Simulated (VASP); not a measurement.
Runs of VASP 6.6.1 on As. The structure is that of space group P6_3/mmc (No. 194), or close to it. The cells are those of the table. 

```csv
task,cell,cutoff (eV),gap on the mesh (eV),pressure (GPa)
relaxation of cell and atoms,"relaxed to 56 GPa from a = 2.695, b = 2.695, c = 4.366 Å, angles 90.0, 90.0, 120.0°, 2 atoms",600,none,56.0
single point,"a = 2.722, b = 2.722, c = 4.274 Å, angles 90.0, 90.0, 120.0°, 2 atoms",520,none,57.1
single point,"a = 2.722, b = 2.722, c = 4.275 Å, angles 90.0, 90.0, 120.0°, 2 atoms",520,none,(a)
relaxation of cell and atoms,"relaxed to 56 GPa from a = 2.722, b = 2.722, c = 4.274 Å, angles 90.0, 90.0, 120.0°, 2 atoms",600,none,56.0
```

Alike in all rows: level PBE; potentials or basis VASP PAW PBE potentials, release 64 (As); no spin polarisation; k mesh 16 × 16 × 9; smearing fermi-dirac 0.08 eV.

Estimate the missing entries.

(a) 57.0.

Caveats: the cell is relaxed towards a set pressure, so the enthalpy falls and the energy may rise (some runs).

A k mesh can miss the band edges, and the runs leave out spin-orbit coupling on As.

A gap of «none» marks levels without a gap at the run's occupations.
